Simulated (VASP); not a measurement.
# BiTe (Cm) in VASP: a series of runs

Runs on BiTe. Level: PBE. Tasks: single point.

Everything below comes from runs of VASP 6.6.1. Logs are shortened: lines on timing, memory, paths and dates and some standing lists are left out, and cuts for length are marked.

**1. The cell of the first run**

Symmetry: Cm, No. 8, monoclinic system. Conventional cell: a = 7.200 Å, b = 4.845 Å, c = 4.339 Å, α = 90.00°, β = 117.00°, γ = 90.00°. Within 3.9 Å of Bi (site symmetry m) lie 6 Te at 2.95 to 3.55 Å. Within 3.9 Å of Te (site symmetry m) lie 6 Bi at 2.95 to 3.55 Å.

**2. Single point, PBE**

INCAR

```
PREC     = Accurate       # precision mode
ENCUT    = 520            # plane-wave cutoff, eV
EDIFF    = 1E-6           # SCF threshold, eV
ISMEAR   = 0              # smearing method
SIGMA    = 0.15           # smearing width, eV
LREAL    = False          # projectors in reciprocal space
LASPH    = True           # aspherical terms in the spheres
NELM     = 100            # most SCF steps
ALGO     = Normal         # electronic algorithm
ISIF     = 2              # what is computed and relaxed
LWAVE    = False          # write WAVECAR
LCHARG   = False          # write CHGCAR
GGA      = PE             # functional
NBANDS   = 18             # bands
```

KPOINTS

```
regular mesh
0
Gamma
  12 12 12
```

POSCAR

```
BiTe
1.0
    2.4227077728      1.3987509848      3.3172919545
   -2.4227077728      1.3987509848      3.3172919545
    0.0000000000     -2.7975019696      3.3172919545
Bi Te
1 1
Direct
    0.5461219294      0.5461219294      0.4538780706
    0.0000000000      0.0000000000      0.0000000000
```

Potentials or basis: VASP PAW PBE potentials, release 64 (Bi_d, Te).

Command:

```console
cat potpaw_PBE.64/Bi_d/POTCAR potpaw_PBE.64/Te/POTCAR > POTCAR
mpirun -np 1 vasp_std > vasp.out
```

OUTCAR:

```text
PREC = Accurate
   ENCUT = 520
   EDIFF = 1E-6
   ISMEAR = 0
   LREAL = False
   LASPH = True
   NELM = 100
   ISIF = 2
   GGA = PE

 ion  position               nearest neighbor table
   1  0.546  0.546  0.454-   2 2.95   2 3.23   2 3.23   2 3.30   2 3.30   2 3.55
   2  0.000  0.000  0.000-   1 2.95   1 3.23   1 3.23   1 3.30   1 3.30   1 3.55

  LATTYP: Found a trigonal (rhomboedric) cell.
 ALAT       =     4.3394058558
 COS(alpha) =     0.3765932224

  Lattice vectors:

 A1 = (   2.4227077728,   1.3987509848,   3.3172919545)
 A2 = (  -2.4227077728,   1.3987509848,   3.3172919545)
 A3 = (   0.0000000000,  -2.7975019696,   3.3172919545)

Analysis of symmetry for initial positions (statically):
=====================================================================
 Subroutine PRICEL returns:
 Original cell was already a primitive cell.

 Routine SETGRP: Setting up the symmetry group for a
 trigonal (rhombohedral) supercell.

 Subroutine GETGRP returns: Found  2 space group operations
 (whereof  2 operations were pure point group operations)
 out of a pool of 12 trial point group operations.

The static configuration has the point symmetry C_1h.

Analysis of symmetry for dynamics (positions and initial velocities):
=====================================================================
 Subroutine PRICEL returns:
 Original cell was already a primitive cell.

 Routine SETGRP: Setting up the symmetry group for a
 trigonal (rhombohedral) supercell.

 Subroutine GETGRP returns: Found  2 space group operations
 (whereof  2 operations were pure point group operations)
 out of a pool of 12 trial point group operations.

The dynamic configuration has the point symmetry C_1h.

 Subroutine INISYM returns: Found  2 space group operations
 (whereof  2 operations are pure point group operations),
 and found     1 'primitive' translations

----------------------------------------------------------------------------------------

                                     Primitive cell

  volume of cell :      67.4491

  direct lattice vectors                    reciprocal lattice vectors
     2.422707773  1.398750985  3.317291954     0.206380648  0.119153923  0.100483568
    -2.422707773  1.398750985  3.317291954    -0.206380648  0.119153923  0.100483568
     0.000000000 -2.797501970  3.317291954     0.000000000 -0.238307845  0.100483568

  length of vectors
     4.339405856  4.339405856  4.339405856     0.258626326  0.258626326  0.258626326

  position of ions in fractional coordinates (direct lattice)
     0.546121929  0.546121929  0.453878071
     0.000000000  0.000000000  0.000000000

  ion indices of the primitive-cell ions
   primitive index   ion index
                 1           1
                 2           2

----------------------------------------------------------------------------------------

 KPOINTS: regular mesh

Automatic generation of k-mesh.
 Grid dimensions read from file:
 generate k-points for:   12   12   12

 Generating k-lattice:

  Cartesian coordinates                     Fractional coordinates (reciprocal lattice)
     0.017198387  0.009929494  0.008373631     0.083333333 -0.000000000  0.000000000
    -0.017198387  0.009929494  0.008373631    -0.000000000  0.083333333  0.000000000
     0.000000000 -0.019858987  0.008373631     0.000000000  0.000000000  0.083333333

  Length of vectors
     0.021552194  0.021552194  0.021552194

  Shift w.r.t. Gamma in fractional coordinates (k-lattice)
     0.000000000  0.000000000  0.000000000

 Subroutine IBZKPT returns following result:
 ===========================================

 Found    476 irreducible k-points:

 Following reciprocal coordinates:
            Coordinates               Weight
  0.000000  0.000000  0.000000      1.000000
  0.083333 -0.000000  0.000000      4.000000
  0.000000  0.000000  0.083333      2.000000
  0.166667 -0.000000  0.000000      4.000000
  0.000000  0.000000  0.166667      2.000000
  0.250000 -0.000000  0.000000      4.000000
[... 16 lines left out ...]
 -0.333333  0.000000 -0.083333      4.000000
  0.083333 -0.000000  0.333333      4.000000
 [... further k-points ...]
   k-points           NKPTS =    476   k-points in BZ     NKDIM =    476   number of bands    NBANDS=     18
   number of dos      NEDOS =    301   number of ions     NIONS =      2
   total plane-waves  NPLWV =  32768
   dimension x,y,z NGX =    32 NGY =   32 NGZ =   32
   dimension x,y,z NGXF=    64 NGYF=   64 NGZF=   64
   ions per type =               1   1
   NGX,Y,Z   is equivalent  to a cutoff of  12.26, 12.26, 12.26 a.u.
   NGXF,Y,Z  is equivalent  to a cutoff of  24.52, 24.52, 24.52 a.u.
 SYSTEM =  unknown system
   PREC   = accura    normal or accurate (medium, high low for compatibility)
   ISTART =      0    job   : 0-new  1-cont  2-samecut
   ICHARG =      2    charge: 1-file 2-atom 10-const
   ISPIN  =      1    spin polarized calculation?
   LNONCOLLINEAR =      F non collinear calculations
   LSORBIT =      F    spin-orbit coupling
   LASPH  =      T    aspherical Exc in radial PAW
   ENCUT  =  520.0 eV  38.22 Ry    6.18 a.u.   8.07  8.07  8.07*2*pi/ulx,y,z
   NELM   =    100;   NELMIN=  2; NELMDL= -5     # of ELM steps
   EDIFF  = 0.1E-05   stopping-criterion for ELM
   LREAL  =      F    real-space projection
[... 7 lines left out ...]
   TEBEG  =    0.0;   TEEND  =   0.0 temperature during run
   PSTRESS=    0.0 pullay stress
   NELECT =      21.0000    total number of electrons
   NUPDOWN=      -1.0000    fix difference up-down
   EMIN   =  10.00;   EMAX   =-10.00  energy-range for DOS
   EFERMI =   0.00;   METHOD = LEGACY
   ISMEAR =     0;   SIGMA  =   0.15  broadening in eV -4-tet -1-fermi 0-gaus
   EFERMI_NEDOS =   21; number of points for ismear=-14 and -15
   IALGO  =     38    algorithm
   IMIX   =      4    mixing-type and parameters
     AMIX     =   0.40;   BMIX     =  1.00
     AMIX_MAG =   1.60;   BMIX_MAG =  1.00
  volume/ion in A,a.u.               =      33.72       227.58
  Fermi-wavevector in a.u.,A,eV,Ry     =   1.109573  2.096789 16.750837  1.231152
  Thomas-Fermi vector in A             =   2.246114
   LORBIT       =      0    0 simple, 1 ext, 2 COOP (PROOUT), +10 PAW based schemes
   GGA     = PE    functional components
   LHFCALC =     F    Hartree Fock is set to
   AEXX    =    0.0000 exact exchange contribution
   IVDW    =     0    specifies the selected vdW correction
   LEPSILON=     F    determine dielectric tensor
   LRPA    =     F    only Hartree local field effects (RPA)
 non-spin polarized calculation
 Gauss-broadening in eV      SIGMA  =   0.15
  energy-cutoff  :      520.00
  volume of cell :       67.45
 maximum number of plane-waves:      1832
   NGX = 17   NGY = 17   NGZ = 17

 number of electron      20.9999997 magnetization

 Free energy of the ion-electron system (eV)
  ---------------------------------------------------
  ext. energy  EPLUGINS =         0.00000000
  ---------------------------------------------------
  free energy    TOTEN  =        -7.08696433 eV

  energy without entropy =       -7.07048894  energy(sigma->0) =       -7.07872663

 E-fermi :   6.8043     XC(G=0):  -9.4598

 val. band max:        6.8019039791   @ k =  -0.3333   0.3333   0.2500
 cond. band min:       6.8066810610   @ k =   0.0833   0.0833   0.2500
 fundamental gap:      0.0047770819
 Fermi energy:         6.8043449823

 k-point     1 :       0.0000    0.0000    0.0000
  band No.  band energies     occupation
      1     -16.5353      2.00000
      2     -16.5244      2.00000
      3     -16.5116      2.00000
      4     -16.4937      2.00000
      5     -16.4871      2.00000
      6      -6.9078      2.00000
[... 10 lines left out ...]
     17      13.3453      0.00000
     18      13.5264      0.00000

 k-point     2 :       0.0833   -0.0000    0.0000
  band No.  band energies     occupation
      1     -16.5357      2.00000
      2     -16.5241      2.00000
      3     -16.5113      2.00000
      4     -16.4936      2.00000
      5     -16.4870      2.00000
      6      -6.8495      2.00000
[... 10 lines left out ...]
     17      13.2912      0.00000
     18      13.8797      0.00000

 k-point     3 :       0.0000    0.0000    0.0833
  band No.  band energies     occupation
      1     -16.5354      2.00000
      2     -16.5242      2.00000
      3     -16.5113      2.00000
      4     -16.4941      2.00000
      5     -16.4866      2.00000
      6      -6.8505      2.00000
[... 10 lines left out ...]
     17      13.3210      0.00000
     18      13.8031      0.00000

 k-point     4 :       0.1667   -0.0000    0.0000
  band No.  band energies     occupation
      1     -16.5366      2.00000
      2     -16.5232      2.00000
      3     -16.5105      2.00000
      4     -16.4934      2.00000
      5     -16.4869      2.00000
      6      -6.6758      2.00000
[... 10 lines left out ...]
     17      14.2024      0.00000
     18      14.6655      0.00000

 k-point     5 :       0.0000    0.0000    0.1667
  band No.  band energies     occupation
      1     -16.5357      2.00000
      2     -16.5236      2.00000
      3     -16.5106      2.00000
      4     -16.4952      2.00000
      5     -16.4854      2.00000
      6      -6.6800      2.00000
[... 10 lines left out ...]
     17      14.1653      0.00000
     18      14.5137      0.00000

 k-point     6 :       0.2500   -0.0000    0.0000
  band No.  band energies     occupation
      1     -16.5379      2.00000
      2     -16.5221      2.00000
      3     -16.5095      2.00000
      4     -16.4928      2.00000
      5     -16.4867      2.00000
      6      -6.3923      2.00000
[... 307 lines left out ...]
 k-point    21 :       0.0833   -0.0000    0.2500
  band No.  band energies     occupation
      1     -16.5360      2.00000
      2     -16.5229      2.00000
      3     -16.5094      2.00000
      4     -16.4968      2.00000
      5     -16.4835      2.00000
      6      -6.4471      2.00000
[... 10 lines left out ...]
     17      14.3606      0.00000
     18      15.1211      0.00000

 k-point    22 :       0.3333    0.0833    0.0000
  band No.  band energies     occupation
      1     -16.5403      2.00000
      2     -16.5205      2.00000
      3     -16.5083      2.00000
      4     -16.4913      2.00000
      5     -16.4868      2.00000
      6      -6.0751      2.00000
[... 10 lines left out ...]
     17      15.2264      0.00000
     18      16.2725      0.00000

 k-point    23 :      -0.3333    0.0000   -0.0833
  band No.  band energies     occupation
      1     -16.5388      2.00000
      2     -16.5218      2.00000
      3     -16.5083      2.00000
      4     -16.4921      2.00000
      5     -16.4861      2.00000
      6      -6.0897      2.00000
[... 10 lines left out ...]
     17      15.2329      0.00000
     18      16.2668      0.00000

 k-point    24 :       0.0833   -0.0000    0.3333
  band No.  band energies     occupation
      1     -16.5364      2.00000
      2     -16.5220      2.00000
      3     -16.5088      2.00000
      4     -16.4983      2.00000
      5     -16.4814      2.00000
      6      -6.1084      2.00000
[... 10 lines left out ...]
     17      15.2329      0.00000
     18      16.2623      0.00000

 [... further k-points ...]

------------------------ aborting loop because EDIFF is reached ----------------------------------------

  FORCE on cell =-STRESS in cart. coord.  units (eV):
  Direction    XX          YY          ZZ          XY          YZ          ZX
  --------------------------------------------------------------------------------------
  -------------------------------------------------------------------------------------
  Total        0.3134551      1.1537573      0.3910923      0.0000000      0.4421050      0.0000000
  in kB        7.4457690     27.4061900      9.2899529      0.0000000     10.5017008      0.0000000
  external PRESSURE =      14.7139706 kB  Pullay stress =       0.0000000 kB

 VOLUME and BASIS-vectors are now :
 -----------------------------------------------------------------------------
  energy-cutoff  :      520.00
  volume of cell :       67.45
      direct lattice vectors                 reciprocal lattice vectors
     2.422707773  1.398750985  3.317291954     0.206380648  0.119153923  0.100483568
    -2.422707773  1.398750985  3.317291954    -0.206380648  0.119153923  0.100483568
     0.000000000 -2.797501970  3.317291954     0.000000000 -0.238307845  0.100483568

 POSITION                                       TOTAL-FORCE (eV/Angst)
 -----------------------------------------------------------------------------------
      0.00000      0.25805      5.12894         0.000000     -0.736465     -0.288077
      0.00000      0.00000      0.00000         0.000000      0.736465      0.288077
 -----------------------------------------------------------------------------------
    total drift:                               -0.000000     -0.000064     -0.000198

  FREE ENERGIE OF THE ION-ELECTRON SYSTEM (eV)
  ---------------------------------------------------
  free  energy   TOTEN  =        -7.0869643324 eV

  energy  without entropy=       -7.0704889352  energy(sigma->0) =       -7.07872663
```

Run time: 5.6 min. Hardware: 1 thread of Intel Xeon Platinum 8375C at 2.90GHz (Ice Lake), shared host; peak memory 0.63 GiB.

Results:

```yaml
Free_energy: -7.0870 eV
Pressure: 1.5 GPa
Largest_force: 0.791 eV/Å
Band_gap_on_the_k_mesh: zero (an odd number of electrons rules out a gap without spin polarisation)
```

Forces in eV/Å, atoms in the order of the input:
```
Bi   0.000 -0.736 -0.288
Te   0.000  0.736  0.288
```

Caveat: the cell differs from its parent crystal (all Bi atoms moved -0.300 Å, as atom 1 towards its neighbour atom 2 (Te) at 3.252 Å); spin-orbit coupling is left out, which moves the levels of the heavy elements; an odd number of electrons without spin polarisation forces a metal; a magnetic or distorted state may lie lower.

**3. Single point, PBE**

INCAR

```
SYSTEM = BiTe
PREC = Accurate ; ENCUT = 520
EDIFF = 1E-6 ; ISMEAR = 0
SIGMA = 0.15 ; LREAL = .FALSE.
LASPH = .TRUE. ; NELM = 80
ALGO = Normal ; ISIF = 2
LWAVE = .FALSE. ; LCHARG = .FALSE.
GGA = PE ; NBANDS = 18
```

KPOINTS

```
Automatic mesh
0
G
  12 12 12
  0 0 0
```

POSCAR: that of step 2 with these lines changed.

```diff
@@ -8,3 +8,3 @@
 Direct
-    0.5461219294      0.5461219294      0.4538780706
+    0.4654085530      0.4654085530      0.5345914470
     0.0000000000      0.0000000000      0.0000000000
```

Potentials or basis: VASP PAW PBE potentials, release 64 (Bi_d, Te).

Command:

```console
cat potpaw_PBE.64/Bi_d/POTCAR potpaw_PBE.64/Te/POTCAR > POTCAR
mpirun -np 1 vasp_std > vasp.out
```

Run time: 5.8 min. Hardware: 1 thread of Intel Xeon Platinum 8375C at 2.90GHz (Ice Lake), shared host; peak memory 0.63 GiB.

The run converged. Its results:

```
Free energy            : -7.1353 eV
Pressure               : 0.8 GPa
Largest force          : 0.528 eV/Å
Band gap on the k mesh : zero (an odd number of electrons rules out a gap without spin polarisation)
```

Forces on the atoms (eV/Å):
```
Bi   0.000  0.496  0.180
Te   0.000 -0.496 -0.180
```

Stress tensor (GPa, compression positive):
```
0.35 0.00 0.00
0.00 1.49 0.57
0.00 0.57 0.41
```

Levels at points of the mesh, in eV from the Fermi level:
```csv
k point,band 6,band 7,band 8,band 9,band 10,band 11,band 12,band 13,band 14,band 15
"(0.00, 0.00, 0.00)",-13.62,-8.31,-3.06,-2.94,-1.71,1.69,2.10,2.44,4.13,4.28
"(0.50, 0.00, 0.00)",-11.92,-11.20,-2.26,-2.03,-1.24,-0.80,-0.34,0.29,6.45,6.82
"(0.00, 0.00, 0.50)",-11.98,-11.13,-2.02,-1.95,-1.45,-0.85,-0.66,0.54,6.44,6.83
"(0.50, 0.50, 0.00)",-11.72,-10.26,-5.56,-4.56,-3.39,2.34,3.00,3.53,4.62,8.12
"(0.50, 0.00, 0.50)",-11.88,-10.00,-5.68,-4.53,-3.38,1.82,3.25,3.83,4.49,8.12
"(0.50, 0.50, 0.50)",-11.50,-10.87,-2.80,-2.52,-2.46,-1.47,-1.23,-0.91,7.72,8.61
```

Caveat: the cell differs from its parent crystal (all Bi atoms moved +0.225 Å, as atom 1 towards its neighbour atom 2 (Te) at 3.252 Å); spin-orbit coupling is left out, which moves the levels of the heavy elements; an odd number of electrons without spin polarisation forces a metal; a magnetic or distorted state may lie lower.

**4. Single point, PBE**

INCAR

```
SYSTEM = BiTe
ALGO     = Normal         ! electronic algorithm
EDIFF    = 1E-7           ! SCF threshold, eV
ENCUT    = 520            ! plane-wave cutoff, eV
GGA      = PE             ! functional
ISIF     = 2              ! what is computed and relaxed
ISMEAR   = 0              ! smearing method
LASPH    = .True.         ! aspherical terms in the spheres
LCHARG   = .False.        ! write CHGCAR
LREAL    = .False.        ! projectors in reciprocal space
LWAVE    = .False.        ! write WAVECAR
NBANDS   = 18             ! bands
NELM     = 80             ! most SCF steps
PREC     = Accurate       ! precision mode
SIGMA    = 0.15           ! smearing width, eV
```

KPOINTS

```
k-points
0
Gamma
  12 12 12
  0 0 0
```

POSCAR: that of step 3 with these lines changed.

```diff
@@ -8,3 +8,3 @@
 Direct
-    0.4654085530      0.4654085530      0.5345914470
+    0.5230609647      0.5230609647      0.4769390353
     0.0000000000      0.0000000000      0.0000000000
```

Command:

```console
cat potpaw_PBE.64/Bi_d/POTCAR potpaw_PBE.64/Te/POTCAR > POTCAR
mpirun -np 1 vasp_std > vasp.out
```

It took 5.7 min on 1 thread of Intel Xeon Platinum 8375C at 2.90GHz (Ice Lake), shared host; peak memory 0.63 GiB.

Results (log left out):

```yaml
Free_energy: -7.1662 eV
Pressure: 0.3 GPa
Largest_force: 0.321 eV/Å
Band_gap_on_the_k_mesh: zero (an odd number of electrons rules out a gap without spin polarisation)
```

Forces on the atoms (eV/Å):
```
Bi   0.000 -0.304 -0.103
Te   0.000  0.304  0.103
```

Stress tensor (GPa, compression positive):
```
0.13 0.00 0.00
0.00 0.64 0.25
0.00 0.25 0.14
```

Levels at points of the mesh, in eV from the Fermi level:
```csv
k point,band 7,band 8,band 9,band 10,band 11,band 12,band 13,band 14
"(0.00, 0.00, 0.00)",-8.30,-2.98,-2.93,-1.66,1.79,2.31,2.47,4.10
"(0.50, 0.00, 0.00)",-11.26,-2.06,-1.92,-1.16,-0.85,-0.47,0.30,6.57
"(0.00, 0.00, 0.50)",-11.22,-1.92,-1.91,-1.27,-0.88,-0.63,0.42,6.56
"(0.50, 0.50, 0.00)",-10.11,-5.59,-4.52,-3.34,2.38,3.03,3.56,4.59
"(0.50, 0.00, 0.50)",-9.99,-5.64,-4.51,-3.34,2.10,3.18,3.70,4.53
"(0.50, 0.50, 0.50)",-10.91,-2.59,-2.43,-2.34,-1.51,-1.25,-1.08,7.86
```

Caveat: the cell differs from its parent crystal (all Bi atoms moved -0.150 Å, as atom 1 towards its neighbour atom 2 (Te) at 3.252 Å); spin-orbit coupling is left out, which moves the levels of the heavy elements; an odd number of electrons without spin polarisation forces a metal; a magnetic or distorted state may lie lower.

**5. Overview**

| cell | gap on the mesh (eV) | pressure (GPa) | largest force (eV/Å) |
| --- | --- | --- | --- |
| as given, atomic positions A | none | 1.5 | 0.79 |
| as given, atomic positions B | none | 0.8 | 0.53 |
| as given, atomic positions C | none | 0.3 | 0.32 |

Alike in all rows: task single point; level PBE; potentials or basis VASP PAW PBE potentials, release 64 (Bi_d, Te); no spin polarisation; k mesh 12 × 12 × 12; cutoff (eV) 520; smearing gaussian 0.15 eV.

Caveats: spin-orbit coupling is left out, which moves the levels of the heavy elements; an odd number of electrons without spin polarisation forces a metal; a magnetic or distorted state may lie lower.

Absolute energies hang on the potentials; compare differences alone.

The gap in the log of VASP goes by the Fermi energy; the results here count the filled bands.